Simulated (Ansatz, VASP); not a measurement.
One calculation of SiNi2, two programs

```xyz
12
Lattice="6.6063 0.0000 0.0000 0.0000 2.6314 0.0000 0.0000 0.0000 7.4287" Properties=species:S:1:pos:R:3 pbc="T T T"
Si    1.6253    1.9736    4.6564
Si    4.9810    0.6579    2.7722
Si    1.6779    0.6579    0.9421
Si    4.9284    1.9736    6.4866
Ni    6.2353    1.9736    1.0815
Ni    0.3710    0.6579    6.3472
Ni    3.6742    0.6579    4.7958
Ni    2.9321    1.9736    2.6328
Ni    5.8610    1.9736    4.4523
Ni    0.7453    0.6579    2.9764
Ni    4.0485    0.6579    0.7380
Ni    2.5578    1.9736    6.6907
```

Alike in both runs: functional PBEsol; k mesh 8 × 16 × 6; occupations gaussian, width 0.1 eV; no spin polarisation.

Ansatz relaxed the structure, and its values are those at the end. VASP's run is a single point on that final structure, the one shown.

|  | VASP | Ansatz |
| --- | --- | --- |
| version | VASP 6.6.1 | Ansatz 0.2.0 |
| potentials or method | VASP PAW PBE potentials, release 64 (Si, Ni) | scalar-relativistic, plane waves, PAW |
| plane-wave cutoff (eV) | 520 | 420 |
| valence electrons in the cell | 96 | 160 |

|  | VASP | Ansatz | Ansatz less VASP |
| --- | --- | --- | --- |
| gap on the k mesh at the Fermi level (eV) | none | none | - |
| pressure (GPa) | -2.1 | -2.3 | -0.27 |
| rms of the force components (eV/Å) | 0.003 | 0.001 | -0.0026 |

VASP's potentials were made for PBE, not for PBEsol. A gap of «none» marks a metal or a gap that the smearing closes. VASP's potentials hold 96 valence electrons a cell and Ansatz's 160, so a difference there can come from the potentials and not from the codes.
